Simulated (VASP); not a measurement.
# W3C in VASP: notebook, part 2 of 2

VASP 6.6.1.

## Step 3: Relaxation of the atoms, PBE

The input, INCAR:

```
SYSTEM = W3C
PREC = Accurate ; ENCUT = 520
EDIFF = 1E-7 ; ISMEAR = 0
SIGMA = 0.1 ; LREAL = .FALSE.
LASPH = .TRUE. ; NELM = 60
ALGO = Normal ; ISIF = 2
LWAVE = .FALSE. ; LCHARG = .FALSE.
LDIPOL = .TRUE. ; IDIPOL = 3
DIPOL = 0.5 0.5 0.365 ; GGA = PE
IBRION = 2 ; NSW = 36
EDIFFG = -0.025
```

The input, KPOINTS:

```
regular mesh
0
G
  9 9 1
  0 0 0
```

The input, POSCAR:

```
W3C
1.0
    2.8547213223      0.0000000000      0.0000000000
   -1.4273606611      2.4722611858      0.0000000000
    0.0000000000      0.0000000000     20.1973423164
W C
3 1
Selective dynamics
Direct
    0.6666666667      0.3333333333      0.1980458586  F F F
    0.3333333333      0.6666666667      0.3143385340  F F F
    0.0000000000      0.0000000000      0.4306181566  F F F
    0.1666666667      0.3333333333      0.5167681051  F F T
```

Potentials or basis: VASP PAW PBE potentials, release 64 (W_sv, C).

Command:

```bash
> cat potpaw_PBE.64/W_sv/POTCAR potpaw_PBE.64/C/POTCAR > POTCAR
> mpirun -np 1 vasp_std > vasp.out
```

OUTCAR:

```text
SYSTEM = W3C
   PREC = Accurate
   ENCUT = 520
   EDIFF = 1E-7
   ISMEAR = 0
   LREAL = .FALSE.
   LASPH = .TRUE.
   NELM = 60
   ISIF = 2
   GGA = PE
   IBRION = 2
   NSW = 36
   EDIFFG = -0.025

 ion  position               nearest neighbor table
   1  0.667  0.333  0.198-   2 2.87   2 2.87   2 2.87
   2  0.333  0.667  0.314-   3 2.87   3 2.87   3 2.87   1 2.87   1 2.87   1 2.87
   3  0.000  0.000  0.431-   4 1.93   2 2.87   2 2.87   2 2.87
   4  0.167  0.333  0.517-   3 1.93

  LATTYP: Found a hexagonal cell.
 ALAT       =     2.8547213223
 C/A-ratio  =     7.0750661925

  Lattice vectors:

 A1 = (   2.8547213223,   0.0000000000,   0.0000000000)
 A2 = (  -1.4273606611,   2.4722611858,   0.0000000000)
 A3 = (   0.0000000000,   0.0000000000,  20.1973423164)

Analysis of symmetry for initial positions (statically):
=====================================================================
 Subroutine PRICEL returns:
 Original cell was already a primitive cell.

 Routine SETGRP: Setting up the symmetry group for a
 hexagonal supercell.

 Subroutine GETGRP returns: Found  2 space group operations
 (whereof  2 operations were pure point group operations)
 out of a pool of 24 trial point group operations.

The static configuration has the point symmetry C_1h.

Analysis of symmetry for dynamics (positions and initial velocities):
=====================================================================
 Subroutine PRICEL returns:
 Original cell was already a primitive cell.

 Routine SETGRP: Setting up the symmetry group for a
 hexagonal supercell.

 Subroutine GETGRP returns: Found  2 space group operations
 (whereof  2 operations were pure point group operations)
 out of a pool of 24 trial point group operations.

The dynamic configuration has the point symmetry C_1h.

Analysis of constrained symmetry for selective dynamics:
=====================================================================
 Subroutine PRICEL returns:
 Original cell was already a primitive cell.

 Routine SETGRP: Setting up the symmetry group for a
 hexagonal supercell.

 Subroutine GETGRP returns: Found  2 space group operations
 (whereof  2 operations were pure point group operations)
 out of a pool of 24 trial point group operations.

The constrained configuration has the point symmetry C_1h.

 Subroutine INISYM returns: Found  2 space group operations
 (whereof  2 operations are pure point group operations),
 and found     1 'primitive' translations

----------------------------------------------------------------------------------------

                                     Primitive cell

  volume of cell :     142.5451

  direct lattice vectors                    reciprocal lattice vectors
     2.854721322  0.000000000  0.000000000     0.350296890  0.202244004  0.000000000
    -1.427360661  2.472261186  0.000000000     0.000000000  0.404488007  0.000000000
     0.000000000  0.000000000 20.197342316     0.000000000  0.000000000  0.049511465

  length of vectors
[... 69 lines left out ...]
   total plane-waves  NPLWV =  86400
   dimension x,y,z NGX =    24 NGY =   24 NGZ =  150
   dimension x,y,z NGXF=    48 NGYF=   48 NGZF=  300
   ions per type =               3   1
   NGX,Y,Z   is equivalent  to a cutoff of  13.98, 13.98, 12.35 a.u.
   NGXF,Y,Z  is equivalent  to a cutoff of  27.95, 27.95, 24.69 a.u.
 SYSTEM =  W3C
   PREC   = accura    normal or accurate (medium, high low for compatibility)
   ISTART =      0    job   : 0-new  1-cont  2-samecut
   ICHARG =      2    charge: 1-file 2-atom 10-const
   ISPIN  =      1    spin polarized calculation?
   LNONCOLLINEAR =      F non collinear calculations
   LSORBIT =      F    spin-orbit coupling
   LASPH  =      T    aspherical Exc in radial PAW
   ENCUT  =  520.0 eV  38.22 Ry    6.18 a.u.   5.31  5.31 37.55*2*pi/ulx,y,z
   NELM   =     60;   NELMIN=  2; NELMDL= -5     # of ELM steps
   EDIFF  = 0.1E-06   stopping-criterion for ELM
   LREAL  =      F    real-space projection
   EDIFFG = -.3E-01   stopping-criterion for IOM
   NSW    =     36    number of steps for IOM
   IBRION =      2    ionic relax: 0-MD 1-quasi-New 2-CG
   NFREE  =      1    steps in history (QN), initial steepest desc. (CG)
   ISIF   =      2    stress and relaxation
   ISYM   =      2    0-nonsym 1-usesym 2-fastsym
   POTIM  = 0.5000    time-step for ionic-motion
   TEBEG  =    0.0;   TEEND  =   0.0 temperature during run
   PSTRESS=    0.0 pullay stress
   NELECT =      46.0000    total number of electrons
   NUPDOWN=      -1.0000    fix difference up-down
   EMIN   =  10.00;   EMAX   =-10.00  energy-range for DOS
   EFERMI =   0.00;   METHOD = LEGACY
   ISMEAR =     0;   SIGMA  =   0.10  broadening in eV -4-tet -1-fermi 0-gaus
   EFERMI_NEDOS =   21; number of points for ismear=-14 and -15
   IALGO  =     38    algorithm
   IMIX   =      4    mixing-type and parameters
     AMIX     =   0.40;   BMIX     =  1.00
     AMIX_MAG =   1.60;   BMIX_MAG =  1.00
  volume/ion in A,a.u.               =      35.64       240.49
  Fermi-wavevector in a.u.,A,eV,Ry     =   1.122906  2.121984 17.155825  1.260918
  Thomas-Fermi vector in A             =   2.259569
   LORBIT       =      0    0 simple, 1 ext, 2 COOP (PROOUT), +10 PAW based schemes
   GGA     = PE    functional components
   LHFCALC =     F    Hartree Fock is set to
   AEXX    =    0.0000 exact exchange contribution
   IVDW    =     0    specifies the selected vdW correction
   LEPSILON=     F    determine dielectric tensor
   LRPA    =     F    only Hartree local field effects (RPA)
 conjugate gradient relaxation of ions
 non-spin polarized calculation
 Gauss-broadening in eV      SIGMA  =   0.10
  energy-cutoff  :      520.00
  volume of cell :      142.55
 maximum number of plane-waves:      3867
 NGX is ok and might be reduce to    24
   NGX = 11   NGY = 11   NGZ = 75

 dipolmoment           0.000000      0.000000     -0.388356 electrons x Angstroem

--------------------------------------- Ionic step        1  -------------------------------------------

 number of electron      46.0000000 magnetization

 Free energy of the ion-electron system (eV)
  ---------------------------------------------------
  ext. energy  EPLUGINS =         0.00000000
  ---------------------------------------------------
  free energy    TOTEN  =       -41.46436335 eV

  energy without entropy =      -41.44266642  energy(sigma->0) =      -41.45351489

------------------------ aborting loop because EDIFF is reached ----------------------------------------

  FORCE on cell =-STRESS in cart. coord.  units (eV):
  Direction    XX          YY          ZZ          XY          YZ          ZX
  --------------------------------------------------------------------------------------
  -------------------------------------------------------------------------------------
  Total       -2.4851201     -5.1787902     -1.9601492     -0.0000000      0.9172608      0.0000000
  in kB      -27.9322339    -58.2085267    -22.0316697     -0.0000000     10.3098210      0.0000000
  external PRESSURE =     -36.0574768 kB  Pullay stress =       0.0000000 kB
[... 101 lines left out ...]
--------------------------------------- Ionic step        4  -------------------------------------------

 number of electron      46.0000000 magnetization

 dipolmoment           0.000000      0.000000      0.077445 electrons x Angstroem

 Free energy of the ion-electron system (eV)
  ---------------------------------------------------
  ext. energy  EPLUGINS =         0.00000000
  ---------------------------------------------------
  free energy    TOTEN  =       -41.52871304 eV

  energy without entropy =      -41.50877660  energy(sigma->0) =      -41.51874482

 E-fermi :   0.3039     XC(G=0):  -6.2516

 val. band max:        0.3011785536   @ k =   0.2222   0.2222   0.0000
 cond. band min:       0.3270749103   @ k =   0.0000   0.0000   0.0000
 fundamental gap:      0.0258963568
 Fermi energy:         0.3038617327

 k-point     1 :       0.0000    0.0000    0.0000
  band No.  band energies     occupation
      1     -73.4620      2.00000
      2     -73.4101      2.00000
      3     -73.1838      2.00000
      4     -38.0787      2.00000
      5     -37.6734      2.00000
      6     -37.2905      2.00000
[... 709 lines left out ...]
     26       2.1354      0.00000
     27       2.9627      0.00000

 [... further k-points ...]

------------------------ aborting loop because EDIFF is reached ----------------------------------------

 vacuum level on the upper side and lower side of the slab       (xc-potential included)         0.941        -1.112

  FORCE on cell =-STRESS in cart. coord.  units (eV):
  Direction    XX          YY          ZZ          XY          YZ          ZX
  --------------------------------------------------------------------------------------
  -------------------------------------------------------------------------------------
  Total       -1.3410129     -3.9108811      0.1752555     -0.0000000      2.1532939      0.0000000
  in kB      -15.0727066    -43.9574916      1.9698358     -0.0000000     24.2025767      0.0000000
  external PRESSURE =     -19.0201208 kB  Pullay stress =       0.0000000 kB
[... 19 lines left out ...]
  FREE ENERGIE OF THE ION-ELECTRON SYSTEM (eV)
  ---------------------------------------------------
  free  energy   TOTEN  =       -41.5287130372 eV

  energy  without entropy=      -41.5087766033  energy(sigma->0) =      -41.51874482

 reached required accuracy - stopping structural energy minimisation

 vacuum level on the upper side and lower side of the slab         7.353         5.238
```

Wall time 11 min (1 thread of Oxide Virtual Turin-like, shared host); peak memory 0.29 GiB.

Results:

```yaml
Free_energy: -41.5287 eV
Energy_gained_by_relaxing: 16.1 meV/atom
Ionic_steps: 4
Band_gap_on_the_k_mesh: zero (bands 23 and 24 overlap by 0.80 eV)
```

Step by step:
| step | energy change (eV) | largest force on free atoms (eV/Å) | pressure (GPa) |
| --- | --- | --- | --- |
| 1 | 0.0000 | 1.2692 | -3.61 |
| 2 | -0.0553 | 0.5142 | -2.55 |
| 3 | -0.0643 | 0.0439 | -1.84 |
| 4 | -0.0643 | 0.0052 | -1.90 |

Final structure:
```yaml
crystal:
  lattice:
    - [2.85472, 0.00000, 0.00000]
    - [-1.42736, 2.47226, 0.00000]
    - [0.00000, 0.00000, 20.19734]
  atoms:
    - { symbol: W, position: [0.66667, 0.33333, 0.19805] }
    - { symbol: W, position: [0.33333, 0.66667, 0.31434] }
    - { symbol: W, position: [0.00000, 0.00000, 0.43062] }
    - { symbol: C, position: [0.16667, 0.33333, 0.51207] }
```

Levels at points of the mesh, in eV from the Fermi level:
| k point | band 21 | band 22 | band 23 | band 24 | band 25 | band 26 |
| --- | --- | --- | --- | --- | --- | --- |
| (0.00, 0.00, 0.00) | -0.48 | -0.38 | -0.25 | -0.01 | 0.02 | 0.37 |

Caveat: spin-orbit coupling is left out, which moves the levels of the heavy elements.
